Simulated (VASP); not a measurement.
A run of VASP 6.6.1:

The input INCAR:

```
SYSTEM = Ta
ALGO     = Fast           ! electronic algorithm
EDIFF    = 1E-7           ! SCF threshold, eV
ENCUT    = 520            ! plane-wave cutoff, eV
GGA      = CA             ! functional
ISIF     = 2              ! what is computed and relaxed
ISMEAR   = -1             ! smearing method
LASPH    = .True.         ! aspherical terms in the spheres
LCHARG   = .False.        ! write CHGCAR
LREAL    = .False.        ! projectors in reciprocal space
LWAVE    = .False.        ! write WAVECAR
NBANDS   = 12             ! bands
NELM     = 80             ! most SCF steps
PREC     = Accurate       ! precision mode
SIGMA    = 0.15           ! smearing width, eV
```

The input KPOINTS:

```
k-points
0
Gamma
  18 18 18
  0 0 0
```

POSCAR

```
Ta
1.0
   -1.6275257583      1.6275257583      1.6275257583
    1.6275257583     -1.6275257583      1.6275257583
    1.6275257583      1.6275257583     -1.6275257583
Ta
1
Direct
    0.0000000000      0.0000000000      0.0000000000
```

Potentials or basis: VASP PAW LDA potentials, release 64 (Ta_pv).

The run is started by

```sh
$ cat potpaw_LDA.64/Ta_pv/POTCAR > POTCAR
$ mpirun -np 1 vasp_std > vasp.out
```

Hardware: 1 thread of Intel Xeon 8259CL, on a shared host.

Question: Estimate the wall time of this run.

Answer: Wall time 42 s on 1 thread of Intel Xeon 8259CL, on a shared host, peak memory 0.16 GiB. Counts: scf iterations 13, k points 195.
